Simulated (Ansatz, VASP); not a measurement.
**MgAsIr3: VASP beside Ansatz**

INCAR

```
SYSTEM = MgAsIr3
ALGO = Normal
EDIFF = 1E-6
ENCUT = 750
GGA = PE
GGA_COMPAT = .False.
ISIF = 2
ISMEAR = 0
LASPH = .True.
LCHARG = .False.
LREAL = .False.
LWAVE = .False.
NBANDS = 46
NELM = 120
PREC = Accurate
SIGMA = 0.1
```

The input KPOINTS:

```
k-points
0
Gamma
  4 4 4
  0 0 0
```

POSCAR

```
MgAsIr3
1.0
    4.4168430300      0.0000000000      0.0000000000
    0.0000000000      4.4168430300      0.0000000000
    0.0000000000      0.0000000000      4.4168430300
Mg As Ir
1 1 3
Direct
    0.0000000000      0.0000000000      0.0000000000
    0.5000000000      0.5000000000      0.5000000000
    0.5000000000      0.5000000000      0.0000000000
    0.0000000000      0.5000000000      0.5000000000
    0.5000000000      0.0000000000      0.5000000000
```

Input for Ansatz:

```yaml
crystal:
  lattice:
    - [4.41684303, 0.0, 0.0]
    - [0.0, 4.41684303, 0.0]
    - [0.0, 0.0, 4.41684303]
  atoms:
    - { symbol: Mg, position: [0.0, 0.0, 0.0] }
    - { symbol: As, position: [0.5, 0.5, 0.5] }
    - { symbol: Ir, position: [0.5, 0.5, 0.0] }
    - { symbol: Ir, position: [0.0, 0.5, 0.5] }
    - { symbol: Ir, position: [0.5, 0.0, 0.5] }
basis:
  ecutwfc: 420
kpoints:
  mp_grid: { grid: [4, 4, 4] }
hamiltonian:
  xc: pbe
scf:
  occupations: { method: gaussian, width: 0.1 }
  lower_state_search: "off"
output:
  forces: true
  stress: true
  eigenvalues: true
```

Change from the starting cell: species swapped into the Ce3InC type (Pm-3m, No. 221).

Alike in both runs: task single point; functional PBE; k mesh 4 × 4 × 4; occupations gaussian, width 0.1 eV; no spin polarisation.

|  | VASP | Ansatz |
| --- | --- | --- |
| version | VASP 6.6.1 | Ansatz 0.2.0 |
| potentials or method | VASP PAW PBE potentials, release 64 (Mg_sv, As_d, Ir_sv_GW), cutoff 750 eV | scalar-relativistic, plane waves, PAW |
| valence electrons in the cell | 76 | 76 |

```csv
,VASP,Ansatz,Ansatz less VASP
gap on the k mesh at the Fermi level (eV),none,none,-
pressure (GPa),17.6,17.6,-0.01
```

A gap of «none» marks a metal or a gap that the smearing closes.

Spin-orbit coupling is off throughout.
